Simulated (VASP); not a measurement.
# CdSe2 (I-42d) in VASP: single point with PBEsol

Aim: the single point of CdSe2 with PBEsol.

Program: VASP 6.6.1. These are calculated values, not measurements. Logs are shortened: lines on timing, memory, paths and dates and some standing lists are left out, and cuts for length are marked.

### Step 1. The cell of the first run

It takes space group I-42d (No. 122, tetragonal). Conventional cell: a = 5.626 Å, b = 5.626 Å, c = 8.206 Å, α = 90.00°, β = 90.00°, γ = 90.00°. Cd (site symmetry -4) has 8 Se at 2.73 to 3.46 Å and 4 Cd at 3.48 Å within 3.6 Å. Within 3.6 Å of Se (site symmetry 2) lie 4 Cd at 2.73 to 3.46 Å and 6 Se at 3.03 to 3.15 Å.

### Step 2. Single point, PBEsol

Contents of INCAR:

```
PREC = Accurate
ENCUT = 520
EDIFF = 1E-6
ISMEAR = -1
SIGMA = 0.03
LREAL = False
LASPH = True
NELM = 80
ALGO = Normal
ISIF = 2
LWAVE = False
LCHARG = False
GGA = PS
NBANDS = 33
```

Contents of KPOINTS:

```
Automatic mesh
0
Gamma
  6 6 6
```

Contents of POSCAR:

```
CdSe2
1.0
   -2.8131548900      2.8131548900      4.1029816873
    2.8131548900     -2.8131548900      4.1029816873
    2.8131548900      2.8131548900     -4.1029816873
Cd Se
2 4
Direct
    0.0000000000      0.0000000000      0.0000000000
    0.7500000000      0.2500000000      0.5000000000
    0.3750000000      0.4991959008      0.6241959008
    1.2491959008      0.6250000000      1.1241959008
    0.5008040992      0.1250000000     -0.1241959008
    0.8750000000     -0.2491959008      0.3758040992
```

Potentials or basis: VASP PAW PBE potentials, release 64 (Cd, Se).

Run with:

```console
cat potpaw_PBE.64/Cd/POTCAR potpaw_PBE.64/Se/POTCAR > POTCAR
mpirun -np 1 vasp_std > vasp.out
```

OUTCAR:

```text
PREC = Accurate
   ENCUT = 520
   EDIFF = 1E-6
   ISMEAR = -1
   LREAL = False
   LASPH = True
   NELM = 80
   ISIF = 2
   GGA = PS

 ion  position               nearest neighbor table
   1  0.000  0.000  0.000-   4 2.73   5 2.73   6 2.73   3 2.73   2 3.48   2 3.48   2 3.48   2 3.48

   2  0.750  0.250  0.500-   3 2.73   6 2.73   5 2.73   4 2.73   1 3.48   1 3.48   1 3.48   1 3.48

   3  0.375  0.499  0.624-   2 2.73   1 2.73
   4  0.249  0.625  0.124-   1 2.73   2 2.73
   5  0.501  0.125  0.876-   2 2.73   1 2.73
   6  0.875  0.751  0.376-   1 2.73   2 2.73

  LATTYP: Found a body centered tetragonal cell.
 ALAT       =     5.6263097800
 C/A-ratio  =     1.4584983223

  Lattice vectors:

 A1 = (  -2.8131548900,   2.8131548900,   4.1029816873)
 A2 = (   2.8131548900,  -2.8131548900,   4.1029816873)
 A3 = (   2.8131548900,   2.8131548900,  -4.1029816873)

Analysis of symmetry for initial positions (statically):
=====================================================================
 Subroutine PRICEL returns:
 Original cell was already a primitive cell.

 Routine SETGRP: Setting up the symmetry group for a
 body centered tetragonal supercell.

 Subroutine GETGRP returns: Found  8 space group operations
 (whereof  4 operations were pure point group operations)
 out of a pool of 16 trial point group operations.

The static configuration has the point symmetry S_4 .
 The point group associated with its full space group is D_2d.

Analysis of symmetry for dynamics (positions and initial velocities):
=====================================================================
 Subroutine PRICEL returns:
 Original cell was already a primitive cell.

 Routine SETGRP: Setting up the symmetry group for a
 body centered tetragonal supercell.

 Subroutine GETGRP returns: Found  8 space group operations
 (whereof  4 operations were pure point group operations)
 out of a pool of 16 trial point group operations.

The dynamic configuration has the point symmetry S_4 .
 The point group associated with its full space group is D_2d.

 Subroutine INISYM returns: Found  8 space group operations
 (whereof  4 operations are pure point group operations),
 and found     1 'primitive' translations

----------------------------------------------------------------------------------------

                                     Primitive cell

  volume of cell :     129.8814

  direct lattice vectors                    reciprocal lattice vectors
    -2.813154890  2.813154890  4.102981687     0.000000000  0.177736392  0.121862596
     2.813154890 -2.813154890  4.102981687     0.177736392  0.000000000  0.121862596
     2.813154890  2.813154890 -4.102981687     0.177736392  0.177736392  0.000000000

  length of vectors
     5.715080017  5.715080017  5.715080017     0.215501084  0.215501084  0.251357216

  position of ions in fractional coordinates (direct lattice)
     0.000000000  0.000000000  0.000000000
     0.750000000  0.250000000  0.500000000
     0.375000000  0.499195901  0.624195901
     0.249195901  0.625000000  0.124195901
     0.500804099  0.125000000  0.875804099
     0.875000000  0.750804099  0.375804099

  ion indices of the primitive-cell ions
   primitive index   ion index
                 1           1
                 2           2
                 3           3
                 4           4
                 5           5
                 6           6

----------------------------------------------------------------------------------------

 KPOINTS: Automatic mesh

Automatic generation of k-mesh.
 Grid dimensions read from file:
 generate k-points for:    6    6    6

 Generating k-lattice:

  Cartesian coordinates                     Fractional coordinates (reciprocal lattice)
     0.000000000  0.029622732  0.020310433     0.166666667  0.000000000 -0.000000000
     0.029622732  0.000000000  0.020310433     0.000000000  0.166666667 -0.000000000
     0.029622732  0.029622732  0.000000000     0.000000000  0.000000000  0.166666667

  Length of vectors
     0.035916847  0.035916847  0.041892869

  Shift w.r.t. Gamma in fractional coordinates (k-lattice)
     0.000000000  0.000000000  0.000000000

 Subroutine IBZKPT returns following result:
 ===========================================

 Found     30 irreducible k-points:

 Following reciprocal coordinates:
            Coordinates               Weight
  0.000000  0.000000  0.000000      1.000000
  0.166667  0.000000 -0.000000      8.000000
  0.333333  0.000000 -0.000000      8.000000
  0.500000  0.000000 -0.000000      4.000000
  0.166667  0.166667 -0.000000      8.000000
  0.333333  0.166667 -0.000000     16.000000
[... 16 lines left out ...]
 -0.333333 -0.333333  0.166667      8.000000
 -0.166667 -0.333333  0.166667      8.000000
 [... further k-points ...]
   k-points           NKPTS =     30   k-points in BZ     NKDIM =     30   number of bands    NBANDS=     33
   number of dos      NEDOS =    301   number of ions     NIONS =      6
   total plane-waves  NPLWV = 110592
   dimension x,y,z NGX =    48 NGY =   48 NGZ =   48
   dimension x,y,z NGXF=    96 NGYF=   96 NGZF=   96
   ions per type =               2   4
   NGX,Y,Z   is equivalent  to a cutoff of  13.96, 13.96, 13.96 a.u.
   NGXF,Y,Z  is equivalent  to a cutoff of  27.93, 27.93, 27.93 a.u.
 SYSTEM =  unknown system
   PREC   = accura    normal or accurate (medium, high low for compatibility)
   ISTART =      0    job   : 0-new  1-cont  2-samecut
   ICHARG =      2    charge: 1-file 2-atom 10-const
   ISPIN  =      1    spin polarized calculation?
   LNONCOLLINEAR =      F non collinear calculations
   LSORBIT =      F    spin-orbit coupling
   LASPH  =      T    aspherical Exc in radial PAW
   ENCUT  =  520.0 eV  38.22 Ry    6.18 a.u.  10.63 10.63 10.63*2*pi/ulx,y,z
   NELM   =     80;   NELMIN=  2; NELMDL= -5     # of ELM steps
   EDIFF  = 0.1E-05   stopping-criterion for ELM
   LREAL  =      F    real-space projection
   EDIFFG = 0.1E-04   stopping-criterion for IOM
   NSW    =      0    number of steps for IOM
   IBRION =     -1    ionic relax: 0-MD 1-quasi-New 2-CG
   NFREE  =      0    steps in history (QN), initial steepest desc. (CG)
   ISIF   =      2    stress and relaxation
   ISYM   =      2    0-nonsym 1-usesym 2-fastsym
   POTIM  = 0.5000    time-step for ionic-motion
   TEBEG  =    0.0;   TEEND  =   0.0 temperature during run
   PSTRESS=    0.0 pullay stress
   NELECT =      48.0000    total number of electrons
   NUPDOWN=      -1.0000    fix difference up-down
   EMIN   =  10.00;   EMAX   =-10.00  energy-range for DOS
   EFERMI =   0.00;   METHOD = LEGACY
   ISMEAR =    -1;   SIGMA  =   0.03  broadening in eV -4-tet -1-fermi 0-gaus
   EFERMI_NEDOS =   21; number of points for ismear=-14 and -15
   IALGO  =     38    algorithm
   IMIX   =      4    mixing-type and parameters
     AMIX     =   0.40;   BMIX     =  1.00
     AMIX_MAG =   1.60;   BMIX_MAG =  1.00
  volume/ion in A,a.u.               =      21.65       146.08
  Fermi-wavevector in a.u.,A,eV,Ry     =   1.174824  2.220096 18.778929  1.380212
  Thomas-Fermi vector in A             =   2.311215
   LORBIT       =      0    0 simple, 1 ext, 2 COOP (PROOUT), +10 PAW based schemes
   GGA     = PS    functional components
   LHFCALC =     F    Hartree Fock is set to
   AEXX    =    0.0000 exact exchange contribution
   IVDW    =     0    specifies the selected vdW correction
   LEPSILON=     F    determine dielectric tensor
   LRPA    =     F    only Hartree local field effects (RPA)
 non-spin polarized calculation
  energy-cutoff  :      520.00
  volume of cell :      129.88
 maximum number of plane-waves:      3519
 NGX is ok and might be reduce to    48
   NGX = 21   NGY = 21   NGZ = 21

 number of electron      48.0000001 magnetization

 Free energy of the ion-electron system (eV)
  ---------------------------------------------------
  ext. energy  EPLUGINS =         0.00000000
  ---------------------------------------------------
  free energy    TOTEN  =       -17.97858108 eV

  energy without entropy =      -17.97507992  energy(sigma->0) =      -17.97683050

 E-fermi :   3.8058     XC(G=0): -10.5862

 val. band max:        3.7291389208   @ k =  -0.3333  -0.3333   0.1667
 cond. band min:       3.8258068453   @ k =   0.3333   0.3333  -0.0000
 fundamental gap:      0.0966679244
 Fermi energy:         3.8057778041

 k-point     1 :       0.0000    0.0000    0.0000
  band No.  band energies     occupation
      1     -11.0277      2.00000
      2      -8.4945      2.00000
      3      -8.4945      2.00000
      4      -8.1684      2.00000
      5      -4.7827      2.00000
      6      -4.6991      2.00000
[... 25 lines left out ...]
     32      11.3567      0.00000
     33      12.2879      0.00000

 k-point     2 :       0.1667    0.0000   -0.0000
  band No.  band energies     occupation
      1     -10.9062      2.00000
      2      -8.6269      2.00000
      3      -8.5383      2.00000
      4      -8.2357      2.00000
      5      -4.7757      2.00000
      6      -4.7131      2.00000
[... 25 lines left out ...]
     32      10.9320      0.00000
     33      11.5023      0.00000

 k-point     3 :       0.3333    0.0000   -0.0000
  band No.  band energies     occupation
      1     -10.5831      2.00000
      2      -9.0425      2.00000
      3      -8.6140      2.00000
      4      -8.3125      2.00000
      5      -4.7507      2.00000
      6      -4.7274      2.00000
[... 25 lines left out ...]
     32       9.8820      0.00000
     33      11.2978      0.00000

 k-point     4 :       0.5000    0.0000   -0.0000
  band No.  band energies     occupation
      1     -10.3203      2.00000
      2      -9.3667      2.00000
      3      -8.6476      2.00000
      4      -8.3392      2.00000
      5      -4.7856      2.00000
      6      -4.7063      2.00000
[... 673 lines left out ...]
     32      10.3276      0.00000
     33      10.5544      0.00000

 k-point    23 :      -0.3333   -0.3333    0.1667
  band No.  band energies     occupation
      1     -10.3150      2.00000
      2      -9.1926      2.00000
      3      -8.6486      2.00000
      4      -8.5313      2.00000
      5      -4.7555      2.00000
      6      -4.7313      2.00000
[... 25 lines left out ...]
     32       9.7850      0.00000
     33      10.5937      0.00000

 k-point    24 :      -0.1667   -0.3333    0.1667
  band No.  band energies     occupation
      1     -10.6116      2.00000
      2      -8.8747      2.00000
      3      -8.5842      2.00000
      4      -8.4615      2.00000
      5      -4.7918      2.00000
      6      -4.7236      2.00000
[... 25 lines left out ...]
     32       9.7596      0.00000
     33      11.2971      0.00000

 [... further k-points ...]
[... 5 lines left out ...]
  --------------------------------------------------------------------------------------
  -------------------------------------------------------------------------------------
  Total        0.3023235      0.3023235      0.1995046      0.0000000      0.0000000      0.0000000
  in kB        3.7293716      3.7293716      2.4610290      0.0000000      0.0000000      0.0000000
  external PRESSURE =       3.3065907 kB  Pullay stress =       0.0000000 kB

 VOLUME and BASIS-vectors are now :
 -----------------------------------------------------------------------------
  energy-cutoff  :      520.00
  volume of cell :      129.88
      direct lattice vectors                 reciprocal lattice vectors
    -2.813154890  2.813154890  4.102981687     0.000000000  0.177736392  0.121862596
     2.813154890 -2.813154890  4.102981687     0.177736392  0.000000000  0.121862596
     2.813154890  2.813154890 -4.102981687     0.177736392  0.177736392  0.000000000

 POSITION                                       TOTAL-FORCE (eV/Angst)
 -----------------------------------------------------------------------------------
      0.00000      0.00000      0.00000        -0.000000     -0.000000     -0.000000
      0.00000      2.81315      2.05149         0.000000     -0.000000      0.000000
      2.10534      1.40658      1.02575         0.033752     -0.000000      0.000000
      1.40658     -0.70781      3.07724         0.000000      0.033752      0.000000
      1.40658      3.52097     -1.02575        -0.000000     -0.033752      0.000000
      0.70781      1.40658      5.12873        -0.033752     -0.000000      0.000000
 -----------------------------------------------------------------------------------
    total drift:                               -0.000000     -0.000000     -0.000000

  FREE ENERGIE OF THE ION-ELECTRON SYSTEM (eV)
  ---------------------------------------------------
  free  energy   TOTEN  =       -17.9785810799 eV

  energy  without entropy=      -17.9750799159  energy(sigma->0) =      -17.97683050
```

It took 65 s on 1 thread of Intel Xeon 6975P-C (Granite Rapids), shared host; peak memory 0.37 GiB.

Results:

- Free energy: -17.9786 eV
- Pressure: 0.3 GPa
- Largest force: 0.034 eV/Å
- Band gap on the k mesh: zero (band 24 reaches 4.84 eV, above the bottom of band 25 at 3.73 eV)

Forces in eV/Å, atoms in the order of the input:
```
Cd   0.000  0.000  0.000
Cd   0.000  0.000  0.000
Se   0.034  0.000  0.000
Se   0.000  0.034  0.000
Se   0.000 -0.034  0.000
Se  -0.034  0.000  0.000
```

Stress tensor (GPa, compression positive):
```
0.37 0.00 0.00
0.00 0.37 0.00
0.00 0.00 0.25
```

Caveat: the PAW data sets were made with another functional, which shifts forces and pressure a little.
